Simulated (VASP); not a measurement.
TiAl: single point with PBE

Crystal: TiAl.

```
Ti Al
1.0
     3.20157    0.00000    0.00000
     0.00000    3.20157    0.00000
     0.00000    0.00000    3.20157
Ti Al
1 1
Direct
  0.00000 0.00000 0.00000
  0.50000 0.50000 0.50000
```

This cell differs from its parent crystal: strained.

- Program: VASP 6.6.1
- Task: single point
- Functional: PBE
- Potentials or basis: VASP PAW PBE potentials, release 64 (Ti_sv, Al)
- Cutoff: 520 eV
- k mesh: 14 × 14 × 14
- Occupations: gaussian, width 0.1 eV
- Spin: no spin polarisation

The pressure is -1.6 GPa.

Levels at points of the mesh, in eV from the Fermi level:
| k point | band 3 | band 4 | band 5 | band 6 | band 7 | band 8 | band 9 | band 10 | band 11 | band 12 |
| --- | --- | --- | --- | --- | --- | --- | --- | --- | --- | --- |
| (0.00, 0.00, 0.00) | -33.15 | -33.15 | -9.19 | -1.40 | -1.40 | 1.75 | 1.75 | 1.75 | 4.30 | 4.30 |
| (0.50, 0.00, 0.00) | -33.14 | -33.14 | -6.02 | -5.14 | -0.54 | 0.14 | 0.14 | 1.94 | 2.88 | 6.48 |
| (0.50, 0.50, 0.00) | -33.29 | -33.13 | -4.97 | -2.11 | -2.11 | -1.45 | 0.69 | 0.69 | 2.64 | 4.56 |
| (0.50, 0.50, 0.50) | -33.27 | -33.27 | -3.04 | -3.04 | -3.04 | 0.50 | 2.70 | 2.70 | 2.85 | 2.85 |

Wall time 56 s on 1 thread of Intel Xeon 6975P-C, with other jobs on the host, peak memory 0.18 GiB.

Caveat: the cell differs from its parent crystal (strained).
